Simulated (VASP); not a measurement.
Here is a VASP 6.6.1 calculation.

File POSCAR:

```
MgO
1.0
    0.0000000000      2.2468001554      2.2468001554
    2.2468001554      0.0000000000      2.2468001554
    2.2468001554      2.2468001554      0.0000000000
Mg O
1 1
Direct
    0.0000000000      0.0000000000      0.0000000000
    0.2500000000      0.2500000000      0.2500000000
```

INCAR.step1

```
PREC     = Accurate       # precision mode
ENCUT    = 600            # plane-wave cutoff, eV
ISMEAR   = -1             # smearing method
SIGMA    = 0.1            # smearing width, eV
LREAL    = F              # projectors in reciprocal space
LASPH    = T              # aspherical terms in the spheres
NELM     = 60             # most SCF steps
GGA      = PE             # functional
ALGO     = Normal         # electronic algorithm
EDIFF    = 1E-4           # SCF threshold, eV
LWAVE    = T              # write WAVECAR
LCHARG   = F              # write CHGCAR
```

The input INCAR.step2:

```
PREC     = Accurate       # precision mode
ENCUT    = 600            # plane-wave cutoff, eV
EDIFF    = 1E-6           # SCF threshold, eV
ISMEAR   = -1             # smearing method
SIGMA    = 0.1            # smearing width, eV
LREAL    = F              # projectors in reciprocal space
LASPH    = T              # aspherical terms in the spheres
NELM     = 60             # most SCF steps
ALGO     = Normal         # electronic algorithm
ISIF     = 3              # what is computed and relaxed
LWAVE    = F              # write WAVECAR
LCHARG   = F              # write CHGCAR
METAGGA  = R2SCAN         # meta-GGA
LMIXTAU  = T            
IBRION   = 2              # ionic algorithm
NSW      = 60             # ionic steps
EDIFFG   = -0.005         # ionic threshold
ISTART   = 1
```

File KPOINTS:

```
Automatic mesh
0
Gamma
  16 16 16
```

Potentials or basis: VASP PAW PBE potentials, release 64 (Mg, O).

Run with:

```sh
$ cat potpaw_PBE.64/Mg/POTCAR potpaw_PBE.64/O/POTCAR > POTCAR
$ cp INCAR.step1 INCAR
$ mpirun -np 1 vasp_std > vasp.out
$ cp INCAR.step2 INCAR
$ mpirun -np 1 vasp_std > vasp.out
```

Question: Predict the relaxed cell.

Answer: a = 3.221 Å, b = 3.221 Å, c = 3.221 Å, α = 60.00°, β = 60.00°, γ = 60.00°.

Question: Predict the band gap on the k mesh.

Answer: 4.36 eV, indirect (the least direct gap lies 0.5 meV higher).

Question: What does it give for the space group after relaxing (to 0.05 Å)?

Answer: F-43m (No. 216).

Question: What does it give for the relaxed volume?

Answer: 11.82 Å³/atom.

Final structure:
```yaml
crystal:
  lattice:
    - [0.00000, 2.27792, 2.27792]
    - [2.27792, 0.00000, 2.27792]
    - [2.27792, 2.27792, 0.00000]
  atoms:
    - { symbol: Mg, position: [0.00000, 0.00000, 0.00000] }
    - { symbol: O, position: [0.25000, 0.25000, 0.25000] }
```

Caveat: the PAW data sets were made with another functional, which shifts forces and pressure a little. r2SCAN opens gaps a little over a GGA but as a rule still falls short of measured ones.
